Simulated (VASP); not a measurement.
A run of VASP 6.6.1 is set up as follows.

Contents of INCAR:

```
SYSTEM = InPd
ALGO = Fast
EDIFF = 1E-7
ENCUT = 520
GGA = PS
ISIF = 2
ISMEAR = 0
LASPH = .True.
LCHARG = .False.
LREAL = .False.
LWAVE = .False.
NBANDS = 18
NELM = 100
PREC = Accurate
SIGMA = 0.15
```

KPOINTS

```
k-points
0
Gamma
  14 14 14
  0 0 0
```

File POSCAR:

```
InPd
1.0
    3.1708198434      0.0000000000      0.0000000000
    0.0000000000      3.1708198434      0.0000000000
    0.0000000000      0.0000000000      3.3982461783
In Pd
1 1
Direct
   -0.0198696357      0.0000000000      0.0000000000
    0.5214376229      0.5000000000      0.5000000000
```

Potentials or basis: VASP PAW PBE potentials, release 64 (In_d, Pd).

Launch:

```sh
$ cat potpaw_PBE.64/In_d/POTCAR potpaw_PBE.64/Pd/POTCAR > POTCAR
$ mpirun -np 1 vasp_std > vasp.out
```

Problem. Predict the largest force.

Solution. 0.537 eV/Å.

Problem. Predict the pressure.

Solution. 1.3 GPa.

Forces on the atoms (eV/Å):
```
In   0.537  0.000  0.000
Pd  -0.537  0.000  0.000
```

Caveat: the cell differs from its parent crystal (mode 4 frozen in at -0.070 Å, strain +e along z and -e/2 along x and y +0.0467); the PAW data sets were made with another functional, which shifts forces and pressure a little.
